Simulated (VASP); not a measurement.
Wanted: the native input for a VASP 6.6.1 run.

```yaml
Task: single point
Functional: PBE
Potentials_or_basis: VASP PAW PBE potentials, release 64 (Cl, Br, Rb_sv)
Cutoff: 520 eV
k_mesh: 6 × 6 × 6
Occupations: fermi-dirac, width 0.02 eV
Spin: no spin polarisation
Dipole_correction: no
Further_INCAR_settings: ALGO = Normal; EDIFF = 1e-06; NBANDS = 24
```

The structure of Rb2BrCl lies in POSCAR:

```
Rb2BrCl
1.0
    2.3533904223      1.3587305938      7.8205419896
   -2.3533904223      1.3587305938      7.8205419896
    0.0000000000     -2.7174611877      7.8205419896
Cl Br Rb
1 1 2
Direct
    1.0000000000      0.0000000000      0.0000000000
    0.5000000000      0.5000000000      0.5000000000
    0.2539867069      0.2539867069      0.2539867069
    0.7460132931      0.7460132931      0.7460132931
```

This cell differs from its parent crystal: biaxial xy strain -1.6%.

These files were run (other wordings do the same):

INCAR

```
  PREC = Accurate
  ENCUT = 520
  EDIFF = 1E-6
  ISMEAR = -1
  SIGMA = 0.02
  LREAL = False
  LASPH = True
  NELM = 100
  ALGO = Normal
  ISIF = 2
  LWAVE = False
  LCHARG = True
  GGA = PE
  LELF = True
  LVHAR = True
  NBANDS = 24
```

KPOINTS

```
regular mesh
0
Gamma
  6 6 6
```

Potentials or basis: VASP PAW PBE potentials, release 64 (Cl, Br, Rb_sv).

Run with:

```sh
$ cat potpaw_PBE.64/Cl/POTCAR potpaw_PBE.64/Br/POTCAR potpaw_PBE.64/Rb_sv/POTCAR > POTCAR
$ mpirun -np 1 vasp_std > vasp.out
```

It gave:

| Item | Value |
| --- | --- |
| Pressure | 1.1 GPa |
| Largest force | 0.005 eV/Å |
| Band gap on the k mesh | 4.51 eV |

Caveat: the cell differs from its parent crystal (biaxial xy strain -1.6%).

Run time: 9.3 min on 1 thread of Oxide Virtual Turin-like Processor, with other jobs on the host, peak memory 0.57 GiB.
